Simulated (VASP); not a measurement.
Wanted: the native input for a VASP 6.6.1 run.

- Task: single point
- Functional: PBE
- Potentials or basis: VASP PAW PBE potentials, release 64 (Ir, O)
- Cutoff: 520 eV
- k mesh: 10 × 10 × 1
- Occupations: gaussian, width 0.1 eV
- Spin: no spin polarisation
- Dipole correction: yes
- Further INCAR settings: ALGO = Normal; EDIFF = 1e-06; NBANDS = 24

The structure of Ir3O lies in POSCAR:

```
Ir3O
1.0
    2.7367600872      0.0000000000      0.0000000000
    0.0000000000      2.7367600872      0.0000000000
    0.0000000000      0.0000000000     19.1883373425
Ir O
3 1
Direct
    0.5000000000      0.5000000000      0.2084599582
    0.0000000000      0.0000000000      0.3045662601
    0.5000000000      0.5000000000      0.4006776202
    0.6666666667      1.0000000000      0.4696820198
```

The input as run:

INCAR

```
PREC = Accurate
ENCUT = 520
EDIFF = 1E-6
ISMEAR = 0
SIGMA = 0.1
LREAL = False
LASPH = True
NELM = 60
ALGO = Normal
ISIF = 2
LWAVE = False
LCHARG = False
LDIPOL = True
IDIPOL = 3
DIPOL = 0.5 0.5 0.346
GGA = PE
NBANDS = 24
```

KPOINTS

```
Automatic mesh
0
Gamma
  10 10 1
```

Potentials or basis: VASP PAW PBE potentials, release 64 (Ir, O).

Command:

```sh
$ cat potpaw_PBE.64/Ir/POTCAR potpaw_PBE.64/O/POTCAR > POTCAR
$ mpirun -np 1 vasp_std > vasp.out
```

Results of the run:

The largest force is 1.679 eV/Å. The band gap on the k mesh is zero (an odd number of electrons rules out a gap without spin polarisation).

Caveat: spin-orbit coupling is left out, which moves the levels of the heavy elements; an odd number of electrons without spin polarisation forces a metal; a magnetic or distorted state may lie lower.

Run time: 4.9 min on 1 thread of Intel Xeon 8259CL, with other jobs on the host, peak memory 0.3 GiB.
